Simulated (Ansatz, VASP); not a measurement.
**Two plane-wave programs on Li2ZnGeSe4**

```
CELL_PARAMETERS angstrom
-2.81539 2.81539 5.97682
2.81539 -2.81539 5.97682
2.81539 2.81539 -5.97682
ATOMIC_POSITIONS crystal
Li 0.75000 0.25000 0.50000
Li 0.25000 0.75000 0.50000
Zn 0.00000 0.00000 0.00000
Ge 0.50000 0.50000 0.00000
Se 0.86240 0.86240 0.48377
Se 0.13760 0.62137 0.00000
Se 0.62137 0.13760 0.00000
Se 0.37863 0.37863 0.51623
```

Alike in both runs: task single point; functional PBE; k mesh 6 × 6 × 6; no spin polarisation.

|  | VASP | Ansatz |
| --- | --- | --- |
| version | VASP 6.6.1 | Ansatz 0.2.0 |
| potentials or method | VASP PAW PBE potentials, release 64 (Li_sv, Zn, Ge_d, Se) | plane waves, PAW |
| plane-wave cutoff (eV) | 520 | 420 |
| occupations | gaussian, width 0.01 eV | fixed |
| valence electrons in the cell | 56 | 96 |

Ansatz gave:

| Item | Value |
| --- | --- |
| gap on the k mesh at the Fermi level (eV) | 1.17 |
| rms of the force components (eV/Å) | 0.000 |

Question: Estimate VASP's values.

Answer: gap on the k mesh at the Fermi level (eV): 1.17; rms of the force components (eV/Å): 0.006.

Atom by atom the forces differ by 0.005 eV/Å (rms over components). VASP's potentials hold 56 valence electrons a cell and Ansatz's 96, so a difference there can come from the potentials and not from the codes.

Noted on VASP's run: the cutoff is short for stress, so the pressure is rough.
